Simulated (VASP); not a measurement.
# AlN in VASP: a series of runs, part 2 of 2

VASP 6.6.1. Earlier steps stand in the parts before.

**3. Single point, PBE**

Input file INCAR:

```
PREC = Accurate ; ENCUT = 520
EDIFF = 1E-7 ; ISMEAR = 0
SIGMA = 0.01 ; LREAL = False
LASPH = True ; NELM = 60
ALGO = Normal ; ISIF = 2
LWAVE = False ; LCHARG = False
GGA = PE ; NBANDS = 11
```

Input file KPOINTS:

```
Automatic mesh
0
Gamma
  6 6 6
```

Input file POSCAR:

```
AlN
1.0
    0.0024851596      2.2092123212      2.2091829473
    2.1619112949     -0.0137937668      2.2252470267
    2.1616791396      2.2252766947     -0.0138010392
Al N
1 1
Direct
   -0.0041148293     -0.0142928289     -0.0026335552
    0.7496575153      0.7319277906      0.7436128856
```

Potentials or basis: VASP PAW PBE potentials, release 64 (Al, N).

On the command line:

```sh
$ cat potpaw_PBE.64/Al/POTCAR potpaw_PBE.64/N/POTCAR > POTCAR
$ mpirun -np 1 vasp_std > vasp.out
```

OUTCAR:

```text
PREC = Accurate
   ENCUT = 520
   EDIFF = 1E-7
   ISMEAR = 0
   LREAL = False
   LASPH = True
   NELM = 60
   ISIF = 2
   GGA = PE

 ion  position               nearest neighbor table
   1  0.996  0.986  0.997-   2 1.91   2 1.91   2 1.91   2 1.91
   2  0.750  0.732  0.744-   1 1.91   1 1.91   1 1.91   1 1.91

  LATTYP: Found a triclinic cell.
 ALAT       =     3.0992152806
 B/A-ratio  =     1.0217128207
 C/A-ratio  =     1.0080868742
 COS(alpha) =     0.0000115909
 COS(beta)  =     0.5029776469
 COS(gamma) =     0.5109124975

  Lattice vectors:

 A1 = (   2.1594261353,  -2.2230060880,   0.0160640794)
 A2 = (   0.0002321553,  -2.2390704615,   2.2390480659)
 A3 = (  -0.0024851596,  -2.2092123212,  -2.2091829473)

Analysis of symmetry for initial positions (statically):
=====================================================================
 Subroutine PRICEL returns:
 Original cell was already a primitive cell.

 Routine SETGRP: Setting up the symmetry group for a
 triclinic supercell.

 Subroutine GETGRP returns: Found  1 space group operations
 (whereof  1 operations were pure point group operations)
 out of a pool of  2 trial point group operations.

The static configuration has the point symmetry C_1 .

Analysis of symmetry for dynamics (positions and initial velocities):
=====================================================================
 Subroutine PRICEL returns:
 Original cell was already a primitive cell.

 Routine SETGRP: Setting up the symmetry group for a
 triclinic supercell.

 Subroutine GETGRP returns: Found  1 space group operations
 (whereof  1 operations were pure point group operations)
 out of a pool of  2 trial point group operations.

The dynamic configuration has the point symmetry C_1 .

 Subroutine INISYM returns: Found  1 space group operations
 (whereof  1 operations are pure point group operations),
 and found     1 'primitive' translations

----------------------------------------------------------------------------------------
[... 116 lines left out ...]
  Thomas-Fermi vector in A             =   2.316099
   LORBIT       =      0    0 simple, 1 ext, 2 COOP (PROOUT), +10 PAW based schemes
   GGA     = PE    functional components
   LHFCALC =     F    Hartree Fock is set to
   AEXX    =    0.0000 exact exchange contribution
   IVDW    =     0    specifies the selected vdW correction
   LEPSILON=     F    determine dielectric tensor
   LRPA    =     F    only Hartree local field effects (RPA)
 non-spin polarized calculation
 Gauss-broadening in eV      SIGMA  =   0.01
  energy-cutoff  :      520.00
  volume of cell :       21.37
 maximum number of plane-waves:       586
   NGX = 11   NGY = 11   NGZ = 11

 number of electron       8.0000000 magnetization

 Free energy of the ion-electron system (eV)
  ---------------------------------------------------
  ext. energy  EPLUGINS =         0.00000000
  ---------------------------------------------------
  free energy    TOTEN  =       -14.83827474 eV

  energy without entropy =      -14.83827474  energy(sigma->0) =      -14.83827474

 E-fermi :   5.8814     XC(G=0): -10.8230

 val. band max:        5.8133163222   @ k =   0.0000   0.0000   0.0000
 cond. band min:       8.9545590256   @ k =   0.0000   0.5000   0.5000
 fundamental gap:      3.1412427034
 Fermi energy:         5.8814179022

 k-point     1 :       0.0000    0.0000    0.0000
  band No.  band energies     occupation
      1      -9.0989      2.00000
      2       5.6278      2.00000
      3       5.7732      2.00000
      4       5.8133      2.00000
      5       9.6984      0.00000
      6      17.8958      0.00000
      7      18.0234      0.00000
      8      18.2221      0.00000
      9      22.7619      0.00000
     10      23.5985      0.00000
     11      24.2125      0.00000
[... 309 lines left out ...]
 k-point    24 :       0.5000    0.0000    0.1667
  band No.  band energies     occupation
      1      -6.9914      2.00000
      2       0.5644      2.00000
      3       4.0773      2.00000
      4       4.9414      2.00000
      5      12.8071      0.00000
      6      14.5511      0.00000
      7      17.4580      0.00000
      8      17.9634      0.00000
      9      22.2940      0.00000
     10      25.5897      0.00000
     11      26.0625      0.00000

 [... further k-points ...]
[... 5 lines left out ...]
  --------------------------------------------------------------------------------------
  -------------------------------------------------------------------------------------
  Total        0.2232988     -0.2410409     -0.2407807     -0.0294245      0.2437935     -0.0319973
  in kB       16.7379464    -18.0678552    -18.0483502     -2.2055926     18.2741848     -2.3984400
  external PRESSURE =      -6.4594197 kB  Pullay stress =       0.0000000 kB

 VOLUME and BASIS-vectors are now :
 -----------------------------------------------------------------------------
  energy-cutoff  :      520.00
  volume of cell :       21.37
      direct lattice vectors                 reciprocal lattice vectors
     0.002485160  2.209212321  2.209182947    -0.231659867  0.226443671  0.226469956
     2.161911295 -0.013793767  2.225247027     0.231422798 -0.223424752  0.223167390
     2.161679140  2.225276695 -0.013801039     0.231422019  0.223188417 -0.223451717

 POSITION                                       TOTAL-FORCE (eV/Angst)
 -----------------------------------------------------------------------------------
      4.28947      4.40594      4.37977        -0.108507     -0.008564     -0.008487
      3.19168      3.30080      3.27459         0.108507      0.008564      0.008487
 -----------------------------------------------------------------------------------
    total drift:                               -0.000015      0.000116     -0.000088

  FREE ENERGIE OF THE ION-ELECTRON SYSTEM (eV)
  ---------------------------------------------------
  free  energy   TOTEN  =       -14.8382747396 eV

  energy  without entropy=      -14.8382747396  energy(sigma->0) =      -14.83827474
```

Wall time 7.3 s (1 thread of Intel Xeon 6975P-C (Granite Rapids), shared host); peak memory 0.14 GiB.

Results:

```
Free energy            : -14.8383 eV
Pressure               : -0.6 GPa
Largest force          : 0.109 eV/Å
Band gap on the k mesh : 3.14 eV, indirect (least direct gap 3.89 eV)
```

Forces in eV/Å, atoms in the order of the input:
```
Al  -0.109 -0.009 -0.008
N    0.109  0.009  0.008
```

Levels at points of the mesh, in eV from the valence-band top:
```tsv
k point	band 2	band 3	band 4	band 5	band 6	band 7
(0.00, 0.00, 0.00)	-0.19	-0.04	0.00	3.89	12.08	12.21
(0.50, 0.00, 0.00)	-5.79	-0.74	-0.45	6.97	9.62	10.52
(0.00, 0.50, 0.00)	-5.86	-0.60	-0.43	7.10	9.60	10.77
(0.50, 0.50, 0.00)	-4.99	-1.75	-1.74	3.27	8.53	13.35
(0.00, 0.00, 0.50)	-5.86	-0.60	-0.44	7.10	9.60	10.77
(0.50, 0.00, 0.50)	-4.99	-1.75	-1.74	3.27	8.53	13.35
(0.00, 0.50, 0.50)	-4.72	-2.08	-1.87	3.14	8.09	13.87
(0.50, 0.50, 0.50)	-5.80	-0.74	-0.44	6.98	9.62	10.53
```

**4. Single point, PBE**

This run uses another cell than the first one, of 10.97 Å³/atom, 1.026 times its volume.

Input file INCAR:

```
ALGO = Normal ; EDIFF = 1E-6
ENCUT = 520 ; GGA = PE
ISIF = 2 ; ISMEAR = 0
LASPH = T ; LCHARG = F
LREAL = F ; LWAVE = F
NBANDS = 11 ; NELM = 80
PREC = Accurate ; SIGMA = 0.01
```

Input file KPOINTS:

```
k-points
0
Gamma
  6 6 6
```

Input file POSCAR:

```
AlN
1.0
    0.0076169671      2.2016674270      2.2017072290
    2.1681367525     -0.0474019864      2.2566892042
    2.1668937047      2.2556001557     -0.0463614414
Al N
1 1
Direct
   -0.0041264430     -0.0148512098     -0.0020505462
    0.7496691752      0.7324861206      0.7430298444
```

On the command line:

```sh
$ cat potpaw_PBE.64/Al/POTCAR potpaw_PBE.64/N/POTCAR > POTCAR
$ mpirun -np 1 vasp_std > vasp.out
```

Run time: 6.7 s. Hardware: 1 thread of Intel Xeon 6975P-C (Granite Rapids), shared host; peak memory 0.15 GiB.

The run converged. Its results:

* Free energy: -14.8024 eV
* Pressure: -5.3 GPa
* Largest force: 0.117 eV/Å
* Band gap on the k mesh: 3.03 eV, indirect (least direct gap 3.59 eV)

Forces in eV/Å, atoms in the order of the input:
```
Al   0.100 -0.061  0.002
N   -0.100  0.061 -0.002
```

Stress tensor (GPa, compression positive):
```
-2.28 -0.52 -0.90
-0.52 -6.82  7.79
-0.90  7.79 -6.82
```

Levels at points of the mesh, in eV from the valence-band top:
```csv
k point,band 2,band 3,band 4,band 5,band 6,band 7
"(0.00, 0.00, 0.00)",-0.28,-0.02,0.00,3.59,11.45,11.96
"(0.50, 0.00, 0.00)",-5.66,-0.87,-0.49,6.50,9.38,9.94
"(0.00, 0.50, 0.00)",-5.82,-0.58,-0.39,6.97,9.35,10.80
"(0.50, 0.50, 0.00)",-4.98,-1.74,-1.69,3.24,8.40,12.82
"(0.00, 0.00, 0.50)",-5.83,-0.58,-0.38,6.96,9.34,10.81
"(0.50, 0.00, 0.50)",-4.98,-1.73,-1.69,3.24,8.40,12.82
"(0.00, 0.50, 0.50)",-4.61,-2.30,-1.75,3.03,7.85,13.60
"(0.50, 0.50, 0.50)",-5.68,-0.85,-0.47,6.54,9.38,9.98
```

A k mesh can miss the band edges. As with any semilocal functional, this PBE gap is likely too small.

**5. The runs side by side**

| cell | gap on the mesh (eV) | pressure (GPa) | largest force (eV/Å) |
| --- | --- | --- | --- |
| a = 3.125, b = 3.103, c = 3.103 Å, angles 61.4, 59.7, 59.7°, 2 atoms | 3.13 | -0.8 | 0.19 |
| a = 3.124, b = 3.103, c = 3.102 Å, angles 61.4, 59.7, 59.7°, 2 atoms | 3.14 | -0.6 | 0.11 |
| a = 3.114, b = 3.130, c = 3.128 Å, angles 62.7, 59.9, 59.9°, 2 atoms | 3.03 | -5.3 | 0.12 |

Alike in all rows: task single point; level PBE; potentials or basis VASP PAW PBE potentials, release 64 (Al, N); no spin polarisation; k mesh 6 × 6 × 6; cutoff (eV) 520; smearing gaussian 0.01 eV.

Absolute energies hang on the potentials; compare differences alone.
